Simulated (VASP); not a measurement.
# BN (F-43m) in VASP: a series of runs, part 2 of 2

VASP 6.6.1.

### 4 Single point, PBEsol (functional PBEsol, strained)

The input, INCAR:

```
ALGO = Normal
EDIFF = 1E-6
ENCUT = 520
GGA = PS
ISIF = 2
ISMEAR = 0
LASPH = True
LCHARG = True
LELF = True
LREAL = False
LVHAR = True
LWAVE = False
NBANDS = 11
NELM = 60
PREC = Accurate
SIGMA = 0.02
```

The input, KPOINTS:

```
k-points
0
Gamma
  12 12 12
```

The input, POSCAR:

```
BN
1.0
    0.0000000000      1.7940732696      1.7940732696
    1.7940732696      0.0000000000      1.7940732696
    1.7940732696      1.7940732696      0.0000000000
B N
1 1
Direct
    0.0000000000      0.0000000000      0.0000000000
    0.7500000000      0.7500000000      0.7500000000
```

Launch:

```sh
> cat potpaw_PBE.64/B/POTCAR potpaw_PBE.64/N/POTCAR > POTCAR
> mpirun -np 1 vasp_std > vasp.out
```

It took 10 s on 1 thread of Intel Xeon 8259CL, shared host; peak memory 0.12 GiB.

It converged, with:

```yaml
Free_energy: -18.3428 eV
Pressure: 6.5 GPa
Band_gap_on_the_k_mesh: 4.30 eV, indirect (least direct gap 8.87 eV)
```

Levels at points of the mesh, in eV from the valence-band top:
```tsv
k point	band 1	band 2	band 3	band 4	band 5	band 6	band 7	band 8	band 9
(0.00, 0.00, 0.00)	-20.51	0.00	0.00	0.00	8.87	8.87	8.87	10.63	24.93
(0.50, 0.00, 0.00)	-16.13	-10.99	-1.99	-1.99	10.39	10.74	10.74	15.30	23.51
(0.50, 0.50, 0.00)	-14.72	-9.11	-5.05	-5.05	4.30	9.22	18.22	18.22	21.01
```

Caveat: the cell differs from its parent crystal (functional PBEsol, strained); the PAW data sets were made with another functional, which shifts forces and pressure a little. A k mesh can miss the band edges.

### 5 Single point, PBE (strained)

The input, INCAR:

```
ALGO = Normal
EDIFF = 1E-6
ENCUT = 520
GGA = PE
ISIF = 2
ISMEAR = 0
LASPH = True
LCHARG = False
LREAL = False
LWAVE = False
NBANDS = 11
NELM = 60
PREC = Accurate
SIGMA = 0.02
```

KPOINTS is that of step 4.

The input, POSCAR:

```
BN
1.0
    0.0000000000      1.8120401095      1.8120401095
    1.8120401095      0.0000000000      1.8120401095
    1.8120401095      1.8120401095      0.0000000000
B N
1 1
Direct
    0.0000000000      0.0000000000      0.0000000000
    0.7500000000      0.7500000000      0.7500000000
```

Potentials or basis: VASP PAW PBE potentials, release 64 (B, N).

Launch:

```sh
> cat potpaw_PBE.64/B/POTCAR potpaw_PBE.64/N/POTCAR > POTCAR
> mpirun -np 1 vasp_std > vasp.out
```

OUTCAR:

```text
EDIFF = 1E-6
   ENCUT = 520
   GGA = PE
   ISIF = 2
   ISMEAR = 0
   LASPH = True
   LREAL = False
   NELM = 60
   PREC = Accurate

 ion  position               nearest neighbor table
   1  0.000  0.000  0.000-   2 1.57   2 1.57   2 1.57   2 1.57
   2  0.750  0.750  0.750-   1 1.57   1 1.57   1 1.57   1 1.57

  LATTYP: Found a face centered cubic cell.
 ALAT       =     3.6240802190

  Lattice vectors:

 A1 = (   0.0000000000,   1.8120401095,   1.8120401095)
 A2 = (   1.8120401095,   0.0000000000,   1.8120401095)
 A3 = (   1.8120401095,   1.8120401095,   0.0000000000)

Analysis of symmetry for initial positions (statically):
=====================================================================
 Subroutine PRICEL returns:
 Original cell was already a primitive cell.

 Routine SETGRP: Setting up the symmetry group for a
 face centered cubic supercell.

 Subroutine GETGRP returns: Found 24 space group operations
 (whereof 24 operations were pure point group operations)
 out of a pool of 48 trial point group operations.

The static configuration has the point symmetry T_d .

Analysis of symmetry for dynamics (positions and initial velocities):
=====================================================================
 Subroutine PRICEL returns:
 Original cell was already a primitive cell.

 Routine SETGRP: Setting up the symmetry group for a
 face centered cubic supercell.

 Subroutine GETGRP returns: Found 24 space group operations
 (whereof 24 operations were pure point group operations)
 out of a pool of 48 trial point group operations.

The dynamic configuration has the point symmetry T_d .

 Subroutine INISYM returns: Found 24 space group operations
 (whereof 24 operations are pure point group operations),
 and found     1 'primitive' translations

----------------------------------------------------------------------------------------

                                     Primitive cell
[... 112 lines left out ...]
  volume/ion in A,a.u.               =       5.95        40.15
  Fermi-wavevector in a.u.,A,eV,Ry     =   1.434147  2.710145 27.984161  2.056778
  Thomas-Fermi vector in A             =   2.553587
   LORBIT       =      0    0 simple, 1 ext, 2 COOP (PROOUT), +10 PAW based schemes
   GGA     = PE    functional components
   LHFCALC =     F    Hartree Fock is set to
   AEXX    =    0.0000 exact exchange contribution
   IVDW    =     0    specifies the selected vdW correction
   LEPSILON=     F    determine dielectric tensor
   LRPA    =     F    only Hartree local field effects (RPA)
 non-spin polarized calculation
 Gauss-broadening in eV      SIGMA  =   0.02
  energy-cutoff  :      520.00
  volume of cell :       11.90
 maximum number of plane-waves:       332
   NGX =  9   NGY =  9   NGZ =  9

 number of electron       7.9999999 magnetization

 Free energy of the ion-electron system (eV)
  ---------------------------------------------------
  ext. energy  EPLUGINS =         0.00000000
  ---------------------------------------------------
  free energy    TOTEN  =       -17.45096925 eV

  energy without entropy =      -17.45096925  energy(sigma->0) =      -17.45096925

 E-fermi :   7.4123     XC(G=0): -12.7849

 val. band max:        7.3105037246   @ k =   0.0000   0.0000   0.0000
 cond. band min:      11.7618358060   @ k =   0.5000   0.5000   0.0000
 fundamental gap:      4.4513320814
 Fermi energy:         7.4123441379

 k-point     1 :       0.0000    0.0000    0.0000
  band No.  band energies     occupation
      1     -12.8348      2.00000
      2       7.3105      2.00000
      3       7.3105      2.00000
      4       7.3105      2.00000
      5      16.0946      0.00000
      6      16.0946      0.00000
      7      16.0946      0.00000
      8      17.5377      0.00000
      9      31.9216      0.00000
     10      34.9874      0.00000
     11      34.9874      0.00000
[... 309 lines left out ...]
 k-point    24 :      -0.4167    0.1667    0.0000
  band No.  band energies     occupation
      1      -8.2925      2.00000
      2      -2.6219      2.00000
      3       3.2128      2.00000
      4       4.7630      2.00000
      5      16.5856      0.00000
      6      19.4233      0.00000
      7      19.4970      0.00000
      8      22.9036      0.00000
      9      28.2719      0.00000
     10      32.5688      0.00000
     11      33.8406      0.00000

 [... further k-points ...]
[... 5 lines left out ...]
  --------------------------------------------------------------------------------------
  -------------------------------------------------------------------------------------
  Total        0.0321931      0.0321931      0.0321931      0.0000000     -0.0000000     -0.0000000
  in kB        4.3345084      4.3345084      4.3345084      0.0000000     -0.0000000     -0.0000000
  external PRESSURE =       4.3345084 kB  Pullay stress =       0.0000000 kB

 VOLUME and BASIS-vectors are now :
 -----------------------------------------------------------------------------
  energy-cutoff  :      520.00
  volume of cell :       11.90
      direct lattice vectors                 reciprocal lattice vectors
     0.000000000  1.812040110  1.812040110    -0.275932082  0.275932082  0.275932082
     1.812040110  0.000000000  1.812040110     0.275932082 -0.275932082  0.275932082
     1.812040110  1.812040110  0.000000000     0.275932082  0.275932082 -0.275932082

 POSITION                                       TOTAL-FORCE (eV/Angst)
 -----------------------------------------------------------------------------------
      0.00000      0.00000      0.00000         0.000000      0.000000      0.000000
      2.71806      2.71806      2.71806        -0.000000     -0.000000     -0.000000
 -----------------------------------------------------------------------------------
    total drift:                               -0.000000     -0.000000     -0.000000

  FREE ENERGIE OF THE ION-ELECTRON SYSTEM (eV)
  ---------------------------------------------------
  free  energy   TOTEN  =       -17.4509692457 eV

  energy  without entropy=      -17.4509692457  energy(sigma->0) =      -17.45096925
```

stdout:

```text
POSCAR found type information on POSCAR B N
 POSCAR found :  2 types and       2 ions
 scaLAPACK will be used
 LDA part: xc-table for (Slater+PW92), standard interpolation
 POSCAR, INCAR and KPOINTS ok, starting setup
 FFT: planning ... GRIDC
 FFT: planning ... GRID_SOFT
 FFT: planning ... GRID
 WAVECAR not read
 entering main loop
```

Run time: 12 s. Hardware: 1 thread of Intel Xeon 8259CL, shared host; peak memory 0.12 GiB.

Results:

```
Free energy            : -17.4510 eV
Pressure               : 0.4 GPa
Band gap on the k mesh : 4.45 eV, indirect (least direct gap 8.78 eV)
```

Caveat: the cell differs from its parent crystal (strained).

### 6 The runs side by side

| task | level | cell | cutoff (eV) | smearing | gap on the mesh (eV) | pressure (GPa) |
| --- | --- | --- | --- | --- | --- | --- |
| single point | PBE | a = 2.580 Å, angles 60.0°, 2 atoms | 520 | gaussian 0.01 eV | 4.43 | -6.9 |
| relaxation of cell and atoms | PBE | relaxed to 7 GPa from a = 2.563 Å, angles 60.0°, 2 atoms | 600 | gaussian 0.01 eV | 4.47 | 7.0 |
| single point | PBEsol | a = 2.537 Å, angles 60.0°, 2 atoms | 520 | gaussian 0.02 eV | 4.30 | 6.5 |
| single point | PBE | a = 2.563 Å, angles 60.0°, 2 atoms | 520 | gaussian 0.02 eV | 4.45 | 0.4 |

Alike in all rows: potentials or basis VASP PAW PBE potentials, release 64 (B, N); no spin polarisation; k mesh 12 × 12 × 12.

Caveats: the cell is relaxed towards a set pressure, so the enthalpy falls and the energy may rise (some runs); the PAW data sets were made with another functional, which shifts forces and pressure a little (some runs).

Absolute energies hang on the potentials; compare differences alone.
